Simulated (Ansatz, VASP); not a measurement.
One calculation of TiS2, two programs

```
Ti S
1.0
     3.46176    0.00000    0.00000
    -1.73088    2.99797    0.00000
     0.00000    0.00000    5.82480
Ti S
1 2
Cartesian
  0.0000 0.0000 0.0000
  0.0000 1.9986 1.3881
  1.7309 0.9993 4.4367
```

Change from the starting cell: hydrostatic strain +1.5%.

Alike in both runs: task single point; functional r2SCAN; k mesh 12 × 12 × 4; occupations fermi-dirac, width 0.02 eV; no spin polarisation.

|  | VASP | Ansatz |
| --- | --- | --- |
| version | VASP 6.6.1 | Ansatz 0.2.0 |
| potentials or method | VASP PAW PBE potentials, release 64 (Ti_sv, S) | plane waves, PAW |
| plane-wave cutoff (eV) | 550 | 500 |
| valence electrons in the cell | 24 | 24 |

```tsv
	VASP	Ansatz	Ansatz less VASP
pressure (GPa)	-1.0	-1.2	-0.12
traceless stress, the component that is largest in VASP (GPa)	1.34	1.36	+0.021
rms of the force components (eV/Å)	0.013	0.019	+0.0063
```

VASP's potentials were made for PBE, not for r2SCAN. Atom by atom the forces differ by 0.006 eV/Å (rms over components). The functional is the same, so the differences come from potentials, cutoffs and numerics.
